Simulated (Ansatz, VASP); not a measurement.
Two plane-wave programs on Mo

Contents of INCAR:

```
PREC     = Accurate       # precision mode
ENCUT    = 520            # plane-wave cutoff, eV
EDIFF    = 1E-6           # SCF threshold, eV
ISMEAR   = 0              # smearing method
SIGMA    = 0.15           # smearing width, eV
LREAL    = False          # projectors in reciprocal space
LASPH    = True           # aspherical terms in the spheres
NELM     = 60             # most SCF steps
ALGO     = Normal         # electronic algorithm
ISIF     = 2              # what is computed and relaxed
LWAVE    = False          # write WAVECAR
LCHARG   = False          # write CHGCAR
GGA      = PE             # functional
NBANDS   = 13             # bands
```

The input KPOINTS:

```
Automatic mesh
0
Gamma
  20 20 20
```

The input POSCAR:

```
Mo
1.0
   -1.4933210705      1.4933210705      1.7540596701
    1.4933210705     -1.4933210705      1.7540596701
    1.4933210705      1.4933210705     -1.7540596701
Mo
1
Direct
    0.0000000000      0.0000000000      0.0000000000
```

Input for Ansatz:

```yaml
crystal:
  lattice:
    - [-1.4933210705, 1.4933210705, 1.7540596701]
    - [1.4933210705, -1.4933210705, 1.7540596701]
    - [1.4933210705, 1.4933210705, -1.7540596701]
  atoms:
    - { symbol: Mo, position: [0.0, 0.0, 0.0] }
basis:
  ecutwfc: 420
kpoints:
  mp_grid: { grid: [20, 20, 20] }
hamiltonian:
  xc: pbe
  pseudopotentials: { kind: paw, azcp: { folder: soft_1 } }
scf:
  occupations: { method: gaussian, width: 0.15 }
output:
  forces: true
  stress: true
  eigenvalues: true
```

Change from the starting cell: strain +e along x and -e along y +0.0000, strain +e along z and -e/2 along x and y +0.1100.

Alike in both runs: task single point; functional PBE; k mesh 20 × 20 × 20; occupations gaussian, width 0.15 eV; no spin polarisation.

|  | VASP | Ansatz |
| --- | --- | --- |
| version | VASP 6.6.1 | Ansatz 0.2.0 |
| potentials or method | VASP PAW PBE potentials, release 64 (Mo_sv), cutoff 520 eV | scalar-relativistic, plane waves, PAW |
| valence electrons in the cell | 14 | 14 |

Ansatz gave:

- gap on the k mesh at the Fermi level (eV): none
- pressure (GPa): 5.1
- traceless stress, the component that is largest in VASP (GPa): -21.13

Problem. Which values does VASP return?

Solution. gap on the k mesh at the Fermi level (eV): none; pressure (GPa): 5.6; traceless stress, the component that is largest in VASP (GPa): -21.11.

A gap of «none» marks a metal or a gap that the smearing closes. With one functional, cell and mesh, what is left measures potentials, basis and numerics.
